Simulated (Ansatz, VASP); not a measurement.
## Two plane-wave programs on SnO2

The input INCAR:

```
SYSTEM = SnO2
ALGO = Normal
EDIFF = 1E-7
ENCUT = 520
GGA = PE
ISIF = 2
ISMEAR = 0
LASPH = .True.
LCHARG = .False.
LREAL = .False.
LWAVE = .False.
NBANDS = 64
NELM = 80
PREC = Accurate
SIGMA = 0.05
```

Contents of KPOINTS:

```
k-points
0
Gamma
  6 6 6
  0 0 0
```

Contents of POSCAR:

```
SnO2
1.0
    0.0000000000      4.5220682583      4.5220682583
    4.5220682583      0.0000000000      4.5220682583
    4.5220682583      4.5220682583      0.0000000000
Sn O
4 8
Direct
    0.1643625195      0.0856374805      0.5856374805
    0.6250000000      0.1250000000      0.1250000000
    0.1250000000      0.6250000000      0.1250000000
    0.1250000000      0.1250000000      0.1250000000
    0.8910551956      0.8910551956      0.8910551956
    0.8910551956      0.3268344131      0.8910551956
    0.8910551956      0.8910551956      0.3268344131
    0.3268344131      0.8910551956      0.8910551956
    0.9231655869      0.3589448044      0.3589448044
    0.3589448044      0.3589448044      0.9231655869
    0.3589448044      0.9231655869      0.3589448044
    0.3589448044      0.3589448044      0.3589448044
```

Input for Ansatz:

```yaml
crystal:
  lattice:
    - [0.0, 4.5220682583, 4.5220682583]
    - [4.5220682583, 0.0, 4.5220682583]
    - [4.5220682583, 4.5220682583, 0.0]
  atoms:
    - { symbol: Sn, position: [0.1643625195, 0.0856374805, 0.5856374805] }
    - { symbol: Sn, position: [0.625, 0.125, 0.125] }
    - { symbol: Sn, position: [0.125, 0.625, 0.125] }
    - { symbol: Sn, position: [0.125, 0.125, 0.125] }
    - { symbol: O, position: [0.8910551956, 0.8910551956, 0.8910551956] }
    - { symbol: O, position: [0.8910551956, 0.3268344131, 0.8910551956] }
    - { symbol: O, position: [0.8910551956, 0.8910551956, 0.3268344131] }
    - { symbol: O, position: [0.3268344131, 0.8910551956, 0.8910551956] }
    - { symbol: O, position: [0.9231655869, 0.3589448044, 0.3589448044] }
    - { symbol: O, position: [0.3589448044, 0.3589448044, 0.9231655869] }
    - { symbol: O, position: [0.3589448044, 0.9231655869, 0.3589448044] }
    - { symbol: O, position: [0.3589448044, 0.3589448044, 0.3589448044] }
basis:
  ecutwfc: 420
kpoints:
  mp_grid: { grid: [6, 6, 6] }
hamiltonian:
  xc: pbe
  pseudopotentials: { kind: paw, azcp: { folder: soft_1 } }
scf:
  occupations: { method: gaussian, width: 0.05 }
output:
  forces: true
  stress: true
  eigenvalues: true
```

Alike in both runs: task single point; functional PBE; k mesh 6 × 6 × 6; occupations gaussian, width 0.05 eV; no spin polarisation.

|  | VASP | Ansatz |
| --- | --- | --- |
| version | VASP 6.6.1 | Ansatz 0.2.0 |
| potentials or method | VASP PAW PBE potentials, release 64 (Sn_d, O), cutoff 520 eV | scalar-relativistic, plane waves, PAW |
| valence electrons in the cell | 104 | 104 |

VASP gave:

- gap on the k mesh at the Fermi level (eV): 1.09
- least direct gap on the mesh (eV): 1.09
- pressure (GPa): 4.0
- traceless stress, the component that is largest in VASP (GPa): 6.60
- rms of the force components (eV/Å): 2.417

Q: Which values does Ansatz return?

A: gap on the k mesh at the Fermi level (eV): 1.13; least direct gap on the mesh (eV): 1.13; pressure (GPa): 3.5; traceless stress, the component that is largest in VASP (GPa): 6.74; rms of the force components (eV/Å): 2.425.

Atom by atom the forces differ by 0.031 eV/Å (rms over components). With one functional, cell and mesh, what is left measures potentials, basis and numerics.
